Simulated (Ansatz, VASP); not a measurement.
## Two plane-wave programs on Sn

File POSCAR:

```
Sn
1.0
    0.0000000000      2.9738145176      3.8659588728
    2.9738145176      0.0000000000      3.8659588728
    2.9738145176      2.9738145176      0.0000000000
Sn
2
Direct
    0.5000000000      0.5000000000      0.5000000000
    0.7500000000      0.7500000000      0.7500000000
```

The input INCAR.step1:

```
ALGO     = Normal         # electronic algorithm
EDIFF    = 1E-4           # SCF threshold, eV
ENCUT    = 520            # plane-wave cutoff, eV
GGA      = PE             # functional
ISMEAR   = 0              # smearing method
LASPH    = True           # aspherical terms in the spheres
LCHARG   = False          # write CHGCAR
LREAL    = False          # projectors in reciprocal space
LWAVE    = True           # write WAVECAR
NBANDS   = 21             # bands
NELM     = 80             # most SCF steps
PREC     = Accurate       # precision mode
SIGMA    = 0.15           # smearing width, eV
```

INCAR.step2

```
ALGO     = Normal         # electronic algorithm
EDIFF    = 1E-7           # SCF threshold, eV
ENCUT    = 520            # plane-wave cutoff, eV
ISIF     = 2              # what is computed and relaxed
ISMEAR   = 0              # smearing method
ISTART   = 1            
LASPH    = True           # aspherical terms in the spheres
LCHARG   = False          # write CHGCAR
LMIXTAU  = True         
LREAL    = False          # projectors in reciprocal space
LWAVE    = False          # write WAVECAR
METAGGA  = R2SCAN         # meta-GGA
NBANDS   = 21             # bands
NELM     = 80             # most SCF steps
PREC     = Accurate       # precision mode
SIGMA    = 0.15           # smearing width, eV
```

KPOINTS

```
k-points
0
Gamma
  10 10 10
```

Input for Ansatz:

```yaml
crystal:
  lattice:
    - [0.0, 2.9738145176, 3.8659588728]
    - [2.9738145176, 0.0, 3.8659588728]
    - [2.9738145176, 2.9738145176, 0.0]
  atoms:
    - { symbol: Sn, position: [0.5, 0.5, 0.5] }
    - { symbol: Sn, position: [0.75, 0.75, 0.75] }
basis:
  ecutwfc: 500
kpoints:
  mp_grid: { grid: [10, 10, 10] }
hamiltonian:
  xc: r2scan
scf:
  occupations: { method: gaussian, width: 0.15 }
output:
  forces: true
  stress: true
  eigenvalues: true
```

Alike in both runs: task single point; functional r2SCAN; k mesh 10 × 10 × 10; occupations gaussian, width 0.15 eV; no spin polarisation.

|  | VASP | Ansatz |
| --- | --- | --- |
| version | VASP 6.6.1 | Ansatz 0.2.0 |
| potentials or method | VASP PAW PBE potentials, release 64 (Sn_d), cutoff 520 eV | scalar-relativistic, plane waves, PAW |
| valence electrons in the cell | 28 | 28 |

VASP gave:

- gap on the k mesh at the Fermi level (eV): none
- pressure (GPa): 1.3
- traceless stress, the component that is largest in VASP (GPa): -6.76

**Question.** What did Ansatz give for the same quantities?

**Answer.** gap on the k mesh at the Fermi level (eV): none; pressure (GPa): 1.4; traceless stress, the component that is largest in VASP (GPa): -6.77.

VASP's potentials were made for PBE, not for r2SCAN. A gap of «none» marks a metal or a gap that the smearing closes.
